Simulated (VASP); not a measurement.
Input of a VASP 6.6.1 run:

The input INCAR:

```
PREC     = Accurate       # precision mode
ENCUT    = 520            # plane-wave cutoff, eV
EDIFF    = 1E-6           # SCF threshold, eV
ISMEAR   = -1             # smearing method
SIGMA    = 0.1            # smearing width, eV
LREAL    = F              # projectors in reciprocal space
LASPH    = T              # aspherical terms in the spheres
NELM     = 80             # most SCF steps
ALGO     = Normal         # electronic algorithm
ISIF     = 2              # what is computed and relaxed
LWAVE    = F              # write WAVECAR
LCHARG   = F              # write CHGCAR
GGA      = PS             # functional
NBANDS   = 16             # bands
```

KPOINTS

```
regular mesh
0
Gamma
  10 10 9
```

The input POSCAR:

```
WC
1.0
    2.8994685014      0.0000000000      0.0000000000
   -1.4497342507      2.5110133797      0.0000000000
    0.0000000000      0.0000000000      2.8261058560
W C
1 1
Direct
    0.0000000000      0.0000000000      0.0000000000
    0.6666666667      0.3333333333      0.5000000000
```

Potentials or basis: VASP PAW PBE potentials, release 64 (W_sv, C).

Launch:

```console
$ cat potpaw_PBE.64/W_sv/POTCAR potpaw_PBE.64/C/POTCAR > POTCAR
$ mpirun -np 1 vasp_std > vasp.out
```

Problem. Predict the band gap on the k mesh.

Solution. Zero (band 9 reaches 11.73 eV, above the bottom of band 10 at 10.49 eV).

Problem. Estimate the pressure.

Solution. 1.3 GPa.

Stress tensor (GPa, compression positive):
```
1.17 0.00 0.00
0.00 1.17 0.00
0.00 0.00 1.53
```

Caveat: the PAW data sets were made with another functional, which shifts forces and pressure a little; spin-orbit coupling is left out, which moves the levels of the heavy elements.
